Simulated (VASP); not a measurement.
Set up this calculation in VASP 6.6.1, as the native input.

* Task: single point
* Functional: HSE06
* Potentials or basis: VASP PAW PBE potentials, release 64 (Si, Al, C, N)
* Cutoff: 520 eV
* k mesh: 1 × 1 × 1
* Occupations: fermi-dirac, width 0.05 eV
* Spin: no spin polarisation
* Dipole correction: no
* Grid for exact exchange (PRECFOCK): Fast
* Further INCAR settings: LREAL = Auto; ALGO = Normal; EDIFF = 1e-06; NBANDS = 246
* Share of exact exchange: 0.25
* Screening parameter: 0.2079 1/Å

AlSi7C7N:

```
CELL_PARAMETERS angstrom
9.24847 0.00000 0.00000
0.00000 10.69394 0.00000
0.00000 0.00000 10.09237
ATOMIC_POSITIONS crystal
Si 0.16598 0.08158 0.24934
Si 0.16530 0.08462 0.74948
Si 0.00070 0.33102 0.24889
Si 0.00203 0.33181 0.74808
Si 0.50034 0.08254 0.25041
Si 0.33215 0.33080 0.24906
Si 0.33140 0.33117 0.74737
Si 0.16695 0.58134 0.24961
Si 0.16744 0.58195 0.75058
Si 0.00016 0.83653 0.24821
Si 0.99922 0.83535 0.74961
Si 0.83466 0.08177 0.25021
Si 0.66802 0.33167 0.24902
Si 0.66758 0.33522 0.74686
Si 0.50140 0.58055 0.24899
Si 0.49878 0.58286 0.74871
Si 0.33532 0.83473 0.75126
Si 0.83265 0.58371 0.24887
Si 0.83546 0.58458 0.74625
Si 0.66763 0.83385 0.74911
Si 0.00036 0.16536 0.50038
Si 0.99852 0.16328 0.00152
Si 0.33220 0.16525 0.49783
Si 0.33543 0.16300 0.00272
Si 0.16494 0.41722 0.49766
Si 0.16648 0.41480 0.00106
Si 0.00118 0.66694 0.49722
Si 0.00387 0.66946 0.00126
Si 0.66820 0.16547 0.50171
Si 0.50040 0.41802 0.49900
Si 0.49986 0.41542 0.00021
Si 0.32981 0.66804 0.00438
Si 0.16884 0.91607 0.49942
Si 0.16631 0.91684 0.00116
Si 0.83547 0.41890 0.49975
Si 0.83448 0.41698 0.00034
Si 0.66654 0.66766 0.49972
Si 0.66719 0.66987 0.00100
Si 0.50002 0.91435 0.50194
Si 0.49982 0.92048 0.00279
Si 0.83215 0.91361 0.50098
Si 0.83518 0.91881 0.00304
Al 0.50068 0.08299 0.74827
Al 0.83436 0.08365 0.74935
Al 0.33504 0.83549 0.25053
Al 0.66547 0.83407 0.24889
Al 0.66661 0.16272 0.00376
Al 0.33421 0.66765 0.49643
C 0.00125 0.16810 0.18947
C 0.01050 0.17156 0.68420
C 0.33188 0.16748 0.19007
C 0.16617 0.41494 0.18767
C 0.16912 0.41817 0.68690
C 0.99937 0.66546 0.18603
C 0.00410 0.66640 0.68867
C 0.66803 0.16997 0.20101
C 0.66539 0.17916 0.68276
C 0.50147 0.41313 0.18611
C 0.49800 0.41752 0.68908
C 0.33517 0.65611 0.18525
C 0.16023 0.91991 0.18424
C 0.16851 0.91725 0.68917
C 0.83339 0.41653 0.18649
C 0.83433 0.41897 0.68907
C 0.66651 0.65537 0.18041
C 0.66488 0.66271 0.69303
C 0.50074 0.92509 0.18310
C 0.49965 0.90762 0.68751
C 0.83998 0.91893 0.18702
C 0.83400 0.90831 0.68559
C 0.16619 0.08376 0.43857
C 0.16827 0.08540 0.93612
C 0.99660 0.33219 0.43721
C 0.99732 0.33455 0.93676
C 0.50077 0.08546 0.44214
C 0.49279 0.08281 0.93963
C 0.33559 0.33280 0.43896
C 0.33607 0.33307 0.93504
C 0.16004 0.57901 0.43584
C 0.16690 0.58103 0.93698
C 0.00098 0.83286 0.43720
C 0.99942 0.83062 0.93651
C 0.83378 0.08279 0.43965
C 0.83968 0.08087 0.94281
C 0.50951 0.57714 0.43589
C 0.33368 0.83999 0.44552
C 0.33451 0.82950 0.93758
C 0.83224 0.58298 0.43786
C 0.66618 0.83139 0.44554
C 0.66741 0.83066 0.93710
N 0.32544 0.17156 0.68296
N 0.33426 0.66334 0.70063
N 0.66840 0.33597 0.43826
N 0.66729 0.34985 0.93340
N 0.50152 0.58093 0.93528
N 0.83262 0.58200 0.93588
```

One way to write it, as run:

POSCAR

```
AlSi7C7N
1.0
    9.2484710000      0.0000000000      0.0000000000
    0.0000000000     10.6939440000      0.0000000000
    0.0000000000      0.0000000000     10.0923720000
Si Al C N
42 6 42 6
Direct
    0.1659750000      0.0815760000      0.2493390000
    0.1653010000      0.0846170000      0.7494750000
    0.0006970000      0.3310230000      0.2488940000
    0.0020260000      0.3318050000      0.7480770000
    0.5003400000      0.0825430000      0.2504150000
    0.3321510000      0.3307960000      0.2490640000
    0.3314010000      0.3311700000      0.7473740000
    0.1669460000      0.5813380000      0.2496080000
    0.1674380000      0.5819520000      0.7505770000
    0.0001630000      0.8365330000      0.2482090000
    0.9992160000      0.8353490000      0.7496070000
    0.8346630000      0.0817690000      0.2502070000
    0.6680200000      0.3316750000      0.2490250000
    0.6675810000      0.3352180000      0.7468590000
    0.5014000000      0.5805490000      0.2489860000
    0.4987810000      0.5828600000      0.7487120000
    0.3353240000      0.8347340000      0.7512620000
    0.8326510000      0.5837150000      0.2488670000
    0.8354640000      0.5845820000      0.7462460000
    0.6676300000      0.8338480000      0.7491120000
    0.0003570000      0.1653570000      0.5003830000
    0.9985180000      0.1632820000      0.0015160000
    0.3322010000      0.1652540000      0.4978300000
    0.3354270000      0.1629950000      0.0027230000
    0.1649400000      0.4172190000      0.4976630000
    0.1664840000      0.4148040000      0.0010640000
    0.0011810000      0.6669400000      0.4972250000
    0.0038700000      0.6694560000      0.0012570000
    0.6681970000      0.1654680000      0.5017080000
    0.5004010000      0.4180250000      0.4990030000
    0.4998630000      0.4154250000      0.0002120000
    0.3298110000      0.6680400000      0.0043790000
    0.1688380000      0.9160650000      0.4994230000
    0.1663120000      0.9168370000      0.0011630000
    0.8354750000      0.4189000000      0.4997510000
    0.8344800000      0.4169780000      0.0003390000
    0.6665410000      0.6676630000      0.4997220000
    0.6671860000      0.6698740000      0.0009960000
    0.5000230000      0.9143540000      0.5019350000
    0.4998240000      0.9204780000      0.0027920000
    0.8321490000      0.9136050000      0.5009770000
    0.8351800000      0.9188060000      0.0030400000
    0.5006800000      0.0829870000      0.7482710000
    0.8343600000      0.0836550000      0.7493460000
    0.3350440000      0.8354870000      0.2505310000
    0.6654710000      0.8340660000      0.2488860000
    0.6666090000      0.1627220000      0.0037560000
    0.3342090000      0.6676500000      0.4964300000
    0.0012520000      0.1680990000      0.1894710000
    0.0104950000      0.1715550000      0.6842010000
    0.3318780000      0.1674800000      0.1900740000
    0.1661750000      0.4149440000      0.1876710000
    0.1691180000      0.4181730000      0.6868970000
    0.9993690000      0.6654620000      0.1860330000
    0.0041010000      0.6663960000      0.6886740000
    0.6680320000      0.1699700000      0.2010060000
    0.6653930000      0.1791560000      0.6827630000
    0.5014740000      0.4131330000      0.1861100000
    0.4979990000      0.4175200000      0.6890770000
    0.3351690000      0.6561100000      0.1852470000
    0.1602260000      0.9199060000      0.1842350000
    0.1685090000      0.9172510000      0.6891690000
    0.8333850000      0.4165300000      0.1864950000
    0.8343340000      0.4189680000      0.6890730000
    0.6665100000      0.6553740000      0.1804080000
    0.6648840000      0.6627140000      0.6930350000
    0.5007410000      0.9250850000      0.1831030000
    0.4996530000      0.9076170000      0.6875130000
    0.8399830000      0.9189280000      0.1870180000
    0.8340040000      0.9083140000      0.6855920000
    0.1661930000      0.0837560000      0.4385750000
    0.1682740000      0.0854030000      0.9361190000
    0.9966030000      0.3321890000      0.4372050000
    0.9973210000      0.3345500000      0.9367560000
    0.5007660000      0.0854630000      0.4421380000
    0.4927870000      0.0828050000      0.9396290000
    0.3355860000      0.3328020000      0.4389590000
    0.3360680000      0.3330740000      0.9350380000
    0.1600420000      0.5790110000      0.4358380000
    0.1669020000      0.5810310000      0.9369800000
    0.0009850000      0.8328590000      0.4371990000
    0.9994170000      0.8306210000      0.9365050000
    0.8337780000      0.0827920000      0.4396460000
    0.8396770000      0.0808660000      0.9428100000
    0.5095070000      0.5771440000      0.4358950000
    0.3336820000      0.8399930000      0.4455190000
    0.3345110000      0.8295020000      0.9375770000
    0.8322370000      0.5829840000      0.4378580000
    0.6661830000      0.8313920000      0.4455440000
    0.6674150000      0.8306550000      0.9370990000
    0.3254370000      0.1715550000      0.6829630000
    0.3342630000      0.6633420000      0.7006280000
    0.6683970000      0.3359670000      0.4382550000
    0.6672920000      0.3498470000      0.9333990000
    0.5015240000      0.5809330000      0.9352810000
    0.8326240000      0.5819960000      0.9358850000
```

INCAR.step1

```
SYSTEM = AlSi7C7N
PREC = Accurate
ENCUT = 520
EDIFF = 1E-5
ISMEAR = -1
SIGMA = 0.05
LREAL = Auto
LASPH = .TRUE.
NELM = 100
ALGO = Normal
ISIF = 2
LWAVE = .TRUE.
GGA = PE
NBANDS = 246
LUSENCCL = .FALSE.
```

INCAR.step2

```
SYSTEM = AlSi7C7N
PREC = Accurate
ENCUT = 520
EDIFF = 1E-6
ISMEAR = -1
SIGMA = 0.05
LREAL = Auto
LASPH = .TRUE.
NELM = 100
ALGO = Normal
ISIF = 2
LWAVE = .FALSE.
LCHARG = .TRUE.
GGA = PE
LHFCALC = .TRUE.
HFSCREEN = 0.2079
PRECFOCK = Fast
LELF = .TRUE.
LVHAR = .TRUE.
ISTART = 1
NBANDS = 246
LUSENCCL = .FALSE.
```

KPOINTS

```
regular mesh
0
G
  1 1 1
  0 0 0
```

Potentials or basis: VASP PAW PBE potentials, release 64 (Si, Al, C, N).

Launch:

```sh
$ cat potpaw_PBE.64/Si/POTCAR potpaw_PBE.64/Al/POTCAR potpaw_PBE.64/C/POTCAR potpaw_PBE.64/N/POTCAR > POTCAR
$ cp INCAR.step1 INCAR
$ mpirun -np 1 vasp_gam > vasp.out
$ cp INCAR.step2 INCAR
$ mpirun -np 1 vasp_gam > vasp.out
```

It gave:

```json
{
  "Pressure": "-1.7 GPa",
  "Largest force": "0.259 eV/Å",
  "Band gap on the k mesh": "2.72 eV"
}
```

Caveat: the k points lie up to 0.68 Å⁻¹ apart; the PAW data sets were made with another functional, which shifts forces and pressure a little; an odd mesh through Γ misses points on the zone boundary, where band edges can lie.

It took 4.2 min on 1 × NVIDIA H100 80GB with 1 thread of Intel(R) Xeon(R) Platinum 8481C CPU @ 2.70GHz (Sapphire Rapids) (shared host), peak memory 1.7 GiB.
